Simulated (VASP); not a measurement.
# Re (P6_3/mmc) in VASP: a series of runs, part 2 of 2

VASP 6.6.1. Earlier steps stand in the parts before.

## 3. Single point, PBEsol

This run uses another cell than the first one, of 14.55 Å³/atom.

INCAR reads:

```
SYSTEM = Re
ALGO     = Normal         ! electronic algorithm
EDIFF    = 1E-7           ! SCF threshold, eV
ENCUT    = 520            ! plane-wave cutoff, eV
GGA      = PS             ! functional
ISIF     = 2              ! what is computed and relaxed
ISMEAR   = -1             ! smearing method
LASPH    = .True.         ! aspherical terms in the spheres
LCHARG   = .False.        ! write CHGCAR
LREAL    = .False.        ! projectors in reciprocal space
LWAVE    = .False.        ! write WAVECAR
NBANDS   = 22             ! bands
NELM     = 80             ! most SCF steps
PREC     = Accurate       ! precision mode
SIGMA    = 0.1            ! smearing width, eV
```

KPOINTS reads:

```
k-points
0
Gamma
  17 17 5
  0 0 0
```

POSCAR reads:

```
Re
1.0
    2.7526943619      0.0000000000      0.0000000000
   -1.3763471809      2.3839032463      0.0000000000
    0.0000000000      0.0000000000      8.8695871885
Re
4
Direct
    0.0000000000      1.0000000000      0.0000000000
    0.0000000000      1.0000000000      0.5000000000
    0.3333333333      0.6666666667      0.2500000000
    0.6666666667      0.3333333333      0.7500000000
```

Potentials or basis: VASP PAW PBE potentials, release 64 (Re).

Run with:

```sh
$ cat potpaw_PBE.64/Re/POTCAR > POTCAR
$ mpirun -np 1 vasp_std > vasp.out
```

OUTCAR:

```text
SYSTEM = Re
   EDIFF = 1E-7
   ENCUT = 520
   GGA = PS
   ISIF = 2
   ISMEAR = -1
   LASPH = .True.
   LREAL = .False.
   NELM = 80
   PREC = Accurate

 ion  position               nearest neighbor table
   1  0.000  0.000  0.000-   3 2.73   4 2.73   4 2.73   3 2.73   4 2.73   3 2.73
   2  0.000  0.000  0.500-   3 2.73   4 2.73   4 2.73   3 2.73   4 2.73   3 2.73
   3  0.333  0.667  0.250-   1 2.73   2 2.73   1 2.73   2 2.73   1 2.73   2 2.73
   4  0.667  0.333  0.750-   1 2.73   2 2.73   1 2.73   2 2.73   1 2.73   2 2.73

  LATTYP: Found a hexagonal cell.
 ALAT       =     2.7526943619
 C/A-ratio  =     3.2221474753

  Lattice vectors:

 A1 = (   2.7526943619,   0.0000000000,   0.0000000000)
 A2 = (  -1.3763471809,   2.3839032463,   0.0000000000)
 A3 = (   0.0000000000,   0.0000000000,   8.8695871885)

Analysis of symmetry for initial positions (statically):
=====================================================================
 Subroutine PRICEL returns:
 Original cell was already a primitive cell.

 Routine SETGRP: Setting up the symmetry group for a
 hexagonal supercell.

 Subroutine GETGRP returns: Found 24 space group operations
 (whereof 12 operations were pure point group operations)
[... 170 lines left out ...]

 val. band max:        7.9609229487   @ k =   0.2941   0.1176   0.0000
 cond. band min:       7.9737537866   @ k =   0.3529   0.2941   0.2000
 fundamental gap:      0.0128308378
 Fermi energy:         7.9636374162

 k-point     1 :       0.0000    0.0000    0.0000
  band No.  band energies     occupation
      1      -2.1199      2.00000
      2       0.2302      2.00000
      3       0.2977      2.00000
      4       1.1512      2.00000
      5       5.3788      2.00000
      6       5.4765      2.00000
[... 589 lines left out ...]
     21      11.4499      0.00000
     22      11.6534      0.00000

 [... further k-points ...]

------------------------ aborting loop because EDIFF is reached ----------------------------------------

  FORCE on cell =-STRESS in cart. coord.  units (eV):
  Direction    XX          YY          ZZ          XY          YZ          ZX
  --------------------------------------------------------------------------------------
  -------------------------------------------------------------------------------------
  Total        0.0113509      0.0113509     -0.0200732      0.0000000      0.0000000      0.0000000
  in kB        0.3124570      0.3124570     -0.5525580      0.0000000      0.0000000      0.0000000
  external PRESSURE =       0.0241186 kB  Pullay stress =       0.0000000 kB

 VOLUME and BASIS-vectors are now :
 -----------------------------------------------------------------------------
  energy-cutoff  :      520.00
  volume of cell :       58.20
      direct lattice vectors                 reciprocal lattice vectors
     2.752694362  0.000000000  0.000000000     0.363280433  0.209740056  0.000000000
    -1.376347181  2.383903246  0.000000000     0.000000000  0.419480112  0.000000000
     0.000000000  0.000000000  8.869587189     0.000000000  0.000000000  0.112744819

 POSITION                                       TOTAL-FORCE (eV/Angst)
 -----------------------------------------------------------------------------------
      0.00000      0.00000      0.00000         0.000000      0.000000      0.000000
      0.00000      0.00000      4.43479         0.000000      0.000000      0.000000
     -0.00000      1.58927      2.21740        -0.000000     -0.000000      0.000000
      1.37635      0.79463      6.65219         0.000000      0.000000      0.000000
 -----------------------------------------------------------------------------------
    total drift:                                0.000000     -0.000000      0.000000

  FREE ENERGIE OF THE ION-ELECTRON SYSTEM (eV)
  ---------------------------------------------------
  free  energy   TOTEN  =       -53.5223324009 eV

  energy  without entropy=      -53.4305499645  energy(sigma->0) =      -53.47644118
```

stdout:

```text
POSCAR found type information on POSCAR Re
 POSCAR found :  1 types and       4 ions
 scaLAPACK will be used
 -----------------------------------------------------------------------------
|                                                                             |
|                                                                             |
|     You enforced a specific xc type in the INCAR file but a different       |
|     I HOPE YOU KNOW WHAT YOU ARE DOING!                                     |
|                                                                             |
 -----------------------------------------------------------------------------

 LDA part: xc-table for (Slater+PW92), standard interpolation
 POSCAR, INCAR and KPOINTS ok, starting setup
 FFT: planning ... GRIDC
 FFT: planning ... GRID_SOFT
 FFT: planning ... GRID
 WAVECAR not read
 entering main loop
```

Run time: 2.6 min. Hardware: 1 thread of Intel Xeon Platinum 8259CL at 2.50GHz (Skylake/Cascade Lake), shared host; peak memory 0.24 GiB.

Results:

| Quantity | Value |
| --- | --- |
| Free energy | -53.5223 eV |
| Pressure | 0.0 GPa |
| Band gap on the k mesh | zero (bands 14 and 15 overlap by 2.71 eV) |

Levels at points of the mesh, in eV from the Fermi level:
| k point | band 12 | band 13 | band 14 | band 15 | band 16 | band 17 |
| --- | --- | --- | --- | --- | --- | --- |
| (0.00, 0.00, 0.00) | -1.28 | -1.28 | -1.16 | -1.16 | 0.55 | 0.62 |

Caveat: the PAW data sets were made with another functional, which shifts forces and pressure a little; spin-orbit coupling is left out, which moves the levels of the heavy elements.

## 4. Relaxation of cell and atoms, PBEsol

This run uses another cell than the first one, of 14.71 Å³/atom.

INCAR reads:

```
ALGO = Normal ; EDIFF = 1E-6
EDIFFG = -0.01 ; ENCUT = 600
GGA = PS ; IBRION = 2
ISIF = 3 ; ISMEAR = -1
LASPH = True ; LCHARG = False
LREAL = False ; LWAVE = False
NELM = 80 ; NSW = 80
PREC = Accurate ; SIGMA = 0.1
```

KPOINTS reads:

```
k-points
0
Gamma
  13 13 4
```

POSCAR reads:

```
Re
1.0
    2.7505166939      0.0000000000      0.0000000000
   -1.3752583469      2.3820173304      0.0000000000
    0.0000000000      0.0000000000      8.9831875222
Re
4
Direct
    0.0000000000      0.0000000000      0.0000000000
    0.0000000000      0.0000000000      0.5000000000
    0.3333333333      0.6666666667      0.2500000000
    0.6666666667      0.3333333333      0.7500000000
```

Potentials or basis: VASP PAW PBE potentials, release 64 (Re).

Run with:

```sh
$ cat potpaw_PBE.64/Re/POTCAR > POTCAR
$ mpirun -np 1 vasp_std > vasp.out
```

OUTCAR:

```text
EDIFF = 1E-6
   EDIFFG = -0.01
   ENCUT = 600
   GGA = PS
   IBRION = 2
   ISIF = 3
   ISMEAR = -1
   LASPH = True
   LREAL = False
   NELM = 80
   NSW = 80
   PREC = Accurate

 ion  position               nearest neighbor table
   1  0.000  0.000  0.000-   3 2.75   4 2.75   3 2.75   4 2.75   4 2.75   3 2.75
   2  0.000  0.000  0.500-   3 2.75   4 2.75   3 2.75   4 2.75   4 2.75   3 2.75
   3  0.333  0.667  0.250-   1 2.75   2 2.75   1 2.75   2 2.75   1 2.75   2 2.75
   4  0.667  0.333  0.750-   1 2.75   2 2.75   1 2.75   2 2.75   1 2.75   2 2.75

  LATTYP: Found a hexagonal cell.
 ALAT       =     2.7505166939
 C/A-ratio  =     3.2660000000

  Lattice vectors:

 A1 = (   2.7505166939,   0.0000000000,   0.0000000000)
 A2 = (  -1.3752583469,   2.3820173304,   0.0000000000)
 A3 = (   0.0000000000,   0.0000000000,   8.9831875222)

Analysis of symmetry for initial positions (statically):
=====================================================================
 Subroutine PRICEL returns:
 Original cell was already a primitive cell.

 Routine SETGRP: Setting up the symmetry group for a
 hexagonal supercell.

 Subroutine GETGRP returns: Found 24 space group operations
 (whereof 12 operations were pure point group operations)
 out of a pool of 24 trial point group operations.

The static configuration has the point symmetry D_3d.
 The point group associated with its full space group is D_6h.

Analysis of symmetry for dynamics (positions and initial velocities):
=====================================================================
 Subroutine PRICEL returns:
 Original cell was already a primitive cell.

 Routine SETGRP: Setting up the symmetry group for a
 hexagonal supercell.

 Subroutine GETGRP returns: Found 24 space group operations
 (whereof 12 operations were pure point group operations)
 out of a pool of 24 trial point group operations.

The dynamic configuration has the point symmetry D_3d.
 The point group associated with its full space group is D_6h.

[... 131 lines left out ...]
   LEPSILON=     F    determine dielectric tensor
   LRPA    =     F    only Hartree local field effects (RPA)
 conjugate gradient relaxation of ions
 non-spin polarized calculation
  energy-cutoff  :      600.00
  volume of cell :       58.86
 maximum number of plane-waves:      2016
 NGX is ok and might be reduce to    24
   NGX = 11   NGY = 11   NGZ = 35

--------------------------------------- Ionic step        1  -------------------------------------------

 number of electron      28.0000000 magnetization

 Free energy of the ion-electron system (eV)
  ---------------------------------------------------
  ext. energy  EPLUGINS =         0.00000000
  ---------------------------------------------------
  free energy    TOTEN  =       -53.50747864 eV

  energy without entropy =      -53.41843983  energy(sigma->0) =      -53.46295923

------------------------ aborting loop because EDIFF is reached ----------------------------------------

  FORCE on cell =-STRESS in cart. coord.  units (eV):
  Direction    XX          YY          ZZ          XY          YZ          ZX
  --------------------------------------------------------------------------------------
  -------------------------------------------------------------------------------------
  Total       -0.7087752     -0.7087752     -3.1528457     -0.0000000     -0.0000000      0.0000000
  in kB      -19.2943188    -19.2943188    -85.8269412     -0.0000000     -0.0000000      0.0000000
  external PRESSURE =     -41.4718596 kB  Pullay stress =       0.0000000 kB
[... 177 lines left out ...]
--------------------------------------- Ionic step        6  -------------------------------------------

 number of electron      28.0000000 magnetization

 Free energy of the ion-electron system (eV)
  ---------------------------------------------------
  ext. energy  EPLUGINS =         0.00000000
  ---------------------------------------------------
  free energy    TOTEN  =       -53.52686081 eV

  energy without entropy =      -53.43728793  energy(sigma->0) =      -53.48207437

 E-fermi :   7.9596     XC(G=0): -13.8775

 val. band max:        7.9376889266   @ k =   0.3846   0.0769   0.2500
 cond. band min:       7.9798847812   @ k =   0.0000   0.0000   0.2500
 fundamental gap:      0.0421958546
 Fermi energy:         7.9595638222

 k-point     1 :       0.0000    0.0000    0.0000
  band No.  band energies     occupation
      1      -2.1223      2.00000
      2       0.2232      2.00000
      3       0.2979      2.00000
      4       1.1483      2.00000
      5       5.3742      2.00000
      6       5.4719      2.00000
[... 481 lines left out ...]
      5       4.5956      2.00000
      6       4.8744      2.00000
[... 10 lines left out ...]
     17       8.1886      0.18379
     18       8.3033      0.06231

 [... further k-points ...]

------------------------ aborting loop because EDIFF is reached ----------------------------------------

  FORCE on cell =-STRESS in cart. coord.  units (eV):
  Direction    XX          YY          ZZ          XY          YZ          ZX
  --------------------------------------------------------------------------------------
  -------------------------------------------------------------------------------------
  Total       -0.0040671     -0.0040671     -0.0071281     -0.0000000     -0.0000000      0.0000000
  in kB       -0.1119017     -0.1119017     -0.1961222     -0.0000000     -0.0000000      0.0000000
  external PRESSURE =      -0.1399752 kB  Pullay stress =       0.0000000 kB
[... 19 lines left out ...]
  FREE ENERGIE OF THE ION-ELECTRON SYSTEM (eV)
  ---------------------------------------------------
  free  energy   TOTEN  =       -53.5268608141 eV

  energy  without entropy=      -53.4372879296  energy(sigma->0) =      -53.48207437

 reached required accuracy - stopping structural energy minimisation
```

OSZICAR:

```text
N       E                     dE             d eps       ncg     rms          rms(c)
DAV:   1     0.225800413698E+03    0.22580E+03   -0.12956E+04  4062   0.209E+03
DAV:   2    -0.169195196335E+02   -0.24272E+03   -0.22525E+03  4266   0.881E+02
DAV:   3    -0.496670879225E+02   -0.32748E+02   -0.29489E+02  4120   0.469E+02
DAV:   4    -0.554708362428E+02   -0.58037E+01   -0.51979E+01  4030   0.140E+02
[... 59 lines left out ...]
DAV:   3    -0.535268820826E+02    0.15466E-02   -0.38029E-03  4318   0.114E+00    0.114E-01
DAV:   4    -0.535269055359E+02   -0.23453E-04   -0.70960E-04  4382   0.590E-01    0.761E-02
DAV:   5    -0.535268696950E+02    0.35841E-04   -0.19590E-04  4396   0.333E-01    0.270E-02
DAV:   6    -0.535268611698E+02    0.85252E-05   -0.41641E-05  4170   0.903E-02    0.874E-03
DAV:   7    -0.535268608141E+02    0.35563E-06   -0.30590E-06  1886   0.614E-02
   6 F= -.53526861E+02 E0= -.53482074E+02  d E =-.299454E-02
```

CONTCAR:

```text
Re
   1.00000000000000
     2.7531582836251065    0.0000000000000543   -0.0000000000000000
    -1.3765791417624584    2.3843050142081483    0.0000000000000000
    -0.0000000000000000   -0.0000000000000000    8.8707869125684020
  Re
     4
Direct
     0.0000000000000000    0.0000000000000000    1.0000000000000000
     0.0000000000000000    0.0000000000000000    0.5000000000000000
     0.3333333332999970    0.6666666667000030    0.2500000000000000
     0.6666666667000030    0.3333333332999970    0.7500000000000000

  0.00000000E+00  0.00000000E+00  0.00000000E+00
  0.00000000E+00  0.00000000E+00  0.00000000E+00
  0.00000000E+00  0.00000000E+00  0.00000000E+00
  0.00000000E+00  0.00000000E+00  0.00000000E+00
```

Run time: 6.3 min. Hardware: 1 thread of Intel Xeon Platinum 8259CL at 2.50GHz (Skylake/Cascade Lake), shared host; peak memory 0.25 GiB.

Results:

| Property | Result |
| --- | --- |
| Free energy | -53.5269 eV |
| Relaxed volume | 14.56 Å³/atom |
| Relaxed cell | a = 2.753 Å, b = 2.753 Å, c = 8.871 Å, α = 90.00°, β = 90.00°, γ = 120.00° |
| Space group after relaxing (to 0.1 Å) | P6_3/mmc (No. 194) |
| Energy gained by relaxing | 4.8 meV/atom |
| Ionic steps | 6 |
| Pressure after relaxing | 0.0 GPa |

Step by step:
```csv
step,energy change (eV),largest force (eV/Å),pressure (GPa),volume (Å³)
1,0.0000,0.0000,-4.15,58.86
2,0.1539,0.0000,20.21,55.65
3,-0.0164,0.0000,0.98,58.09
4,-0.0164,0.0000,1.08,58.07
5,-0.0141,0.0000,-1.47,58.45
6,-0.0194,0.0000,-0.01,58.23
```

Final structure:
```xyz
4
Lattice="2.7532 0.0000 0.0000 -1.3766 2.3843 0.0000 0.0000 0.0000 8.8708" Properties=species:S:1:pos:R:3 pbc="T T T"
Re    0.0000    0.0000    8.8708
Re    0.0000    0.0000    4.4354
Re    0.0000    1.5895    2.2177
Re    1.3766    0.7948    6.6531
```

Caveat: the highest band is partly filled, so the run has too few bands; the PAW data sets were made with another functional, which shifts forces and pressure a little; spin-orbit coupling is left out, which moves the levels of the heavy elements.

## 5. Overview

```csv
task,cell,k mesh,cutoff (eV),gap on the mesh (eV),pressure (GPa)
single point,"a = 2.859, b = 2.859, c = 9.211 Å, angles 90.0, 90.0, 120.0°, 4 atoms",15 × 15 × 4,520,none,-34.9
single point,"a = 2.753, b = 2.753, c = 8.870 Å, angles 90.0, 90.0, 120.0°, 4 atoms",17 × 17 × 5,520,none,0.0
relaxation of cell and atoms,"relaxed from a = 2.751, b = 2.751, c = 8.983 Å, angles 90.0, 90.0, 120.0°, 4 atoms",13 × 13 × 4,600,-,0.0
```

Alike in all rows: level PBEsol; potentials or basis VASP PAW PBE potentials, release 64 (Re); no spin polarisation; smearing fermi-dirac 0.1 eV.

Caveats: the PAW data sets were made with another functional, which shifts forces and pressure a little; spin-orbit coupling is left out, which moves the levels of the heavy elements; the cell stands under tension (at least some runs); the highest band is partly filled, so the run has too few bands (at least some runs).

Total energies depend on the potentials used, so only differences within one code and one set of settings carry meaning.
